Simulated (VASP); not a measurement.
Runs of VASP 6.6.1 on Mo. The structure is that of space group Im-3m (No. 229), or close to it. The cells are those of the table. 

```csv
task,cell,k mesh,cutoff (eV),smearing,gap on the mesh (eV),pressure (GPa),relaxed volume (Å³/atom)
relaxation of cell and atoms,"relaxed from a = 2.710 Å, angles 109.5°, 1 atom",16 × 16 × 16,600,fermi-dirac 0.15 eV,none,0.0,15.35
single point,"a = 2.712 Å, angles 109.5°, 1 atom",8 × 8 × 8,520,gaussian 0.1 eV,none,0.5,-
single point,"a = 2.710 Å, angles 109.5°, 1 atom",16 × 16 × 16,520,fermi-dirac 0.15 eV,none,0.5,-
single point,"a = 2.710 Å, angles 109.5°, 1 atom",16 × 16 × 16,520,gaussian 0.1 eV,none,0.5,-
single point,"a = 2.743 Å, angles 109.5°, 1 atom",8 × 8 × 8,520,gaussian 0.1 eV,none,(a),-
relaxation of cell and atoms,"relaxed from a = 2.712 Å, angles 109.5°, 1 atom",16 × 16 × 16,600,gaussian 0.1 eV,none,0.0,15.34
relaxation of cell and atoms,"relaxed from a = 2.743 Å, angles 109.5°, 1 atom",8 × 8 × 8,600,gaussian 0.1 eV,none,-0.3,15.40
```

Alike in all rows: level PBEsol; potentials or basis VASP PAW PBE potentials, release 64 (Mo_sv); no spin polarisation.

Task: Fill in the values left out.

Result: (a) -8.2.

Caveats: the PAW data sets were made with another functional, which shifts forces and pressure a little.

A k mesh can miss the band edges, and the runs leave out spin-orbit coupling on Mo.

A gap of «none» marks levels without a gap at the run's occupations.
